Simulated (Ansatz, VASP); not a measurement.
## Pt in VASP and in Ansatz

The input POSCAR:

```
Pt
1.0
   -1.5842200000      1.5842200000      1.5842200000
    1.5842200000     -1.5842200000      1.5842200000
    1.5842200000      1.5842200000     -1.5842200000
Pt
1
Direct
    0.0000000000      0.0000000000      0.0000000000
```

Contents of INCAR.step1:

```
SYSTEM = Pt
  PREC = Accurate
  ENCUT = 520
  EDIFF = 1E-5
  ISMEAR = -1
  SIGMA = 0.05
  LREAL = .FALSE.
  LASPH = .TRUE.
  NELM = 80
  ALGO = Normal
  ISIF = 2
  LWAVE = .TRUE.
  LCHARG = .FALSE.
  NBANDS = 11
  GGA = PE
```

Contents of INCAR.step2:

```
SYSTEM = Pt
  PREC = Accurate
  ENCUT = 520
  EDIFF = 1E-7
  ISMEAR = -1
  SIGMA = 0.05
  LREAL = .FALSE.
  LASPH = .TRUE.
  NELM = 80
  ALGO = Normal
  ISIF = 2
  LWAVE = .FALSE.
  LCHARG = .FALSE.
  GGA = PE
  LHFCALC = .TRUE.
  AEXX = 0.25
  PRECFOCK = Normal
  NBANDS = 11
  ISTART = 1
```

Contents of KPOINTS:

```
Automatic mesh
0
G
  6 6 6
  0 0 0
```

Contents of input.yaml:

```yaml
crystal:
  lattice:
    - [-1.58422, 1.58422, 1.58422]
    - [1.58422, -1.58422, 1.58422]
    - [1.58422, 1.58422, -1.58422]
  atoms:
    - { symbol: Pt, position: [0.0, 0.0, 0.0] }
hamiltonian:
  xc: pbe0
  pseudopotentials: { kind: paw }
kpoints:
  mp_grid: { grid: [6, 6, 6] }
scf:
  occupations: { method: fermi_dirac, width: 0.05 }
output:
  forces: true
  stress: true
  eigenvalues: true
  write_density: true
  write_potential: true
  elf: true
  volumetric_format: npy
```

Alike in both runs: task single point; functional PBE0; k mesh 6 × 6 × 6; occupations fermi-dirac, width 0.05 eV; no spin polarisation.

|  | VASP | Ansatz |
| --- | --- | --- |
| version | VASP 6.6.1 | Ansatz 0.2.0 |
| potentials or method | VASP PAW PBE potentials, release 64 (Pt) | Ansatz PAW |
| plane-wave cutoff (eV) | 520 | 420 |
| valence electrons in the cell | 10 | 18 |

```csv
,VASP,Ansatz,Ansatz less VASP
gap on the k mesh at the Fermi level (eV),none,none,-
pressure (GPa),-8.8,-8.8,-0.03
```

A gap of «none» marks a metal or a gap that the smearing closes. VASP's potentials hold 10 valence electrons a cell and Ansatz's 18, so a difference there can come from the potentials and not from the codes.

The k mesh is coarse, so the values compare programs but aren't converged. Spin-orbit coupling is off throughout.
